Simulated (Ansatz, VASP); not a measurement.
# SrCl2 in VASP and in Ansatz

```xyz
3
Lattice="0.0000 3.5204 3.4855 3.5204 0.0000 3.4855 3.5204 3.5204 0.0000" Properties=species:S:1:pos:R:3 pbc="T T T"
Sr    0.0000    0.0000    0.0000
Cl    1.7602    1.7602    1.7428
Cl    5.2805    5.2805    5.2283
```

Change from the starting cell: equal xx and yy strain of +1 %.

Alike in both runs: task single point; functional LDA; k mesh 8 × 8 × 8; occupations fermi-dirac, width 0.01 eV; no spin polarisation.

|  | VASP | Ansatz |
| --- | --- | --- |
| version | VASP 6.6.1 | Ansatz 0.2.0 |
| potentials or method | VASP PAW LDA potentials, release 64 (Sr_sv, Cl), cutoff 520 eV | all-electron LAPW, scalar-relativistic |

```csv
,VASP,Ansatz,Ansatz less VASP
gap on the k mesh at the Fermi level (eV),4.78,4.77,-0.005
pressure (GPa),-3.2,-3.4,-0.10
"traceless stress, the component that is largest in VASP (GPa)",0.32,0.32,+0.002
```

LDA's correlation is that of Perdew and Zunger in VASP and of Perdew and Wang (1992) in Ansatz. Ansatz ran all-electron here, and VASP with PAW potentials.
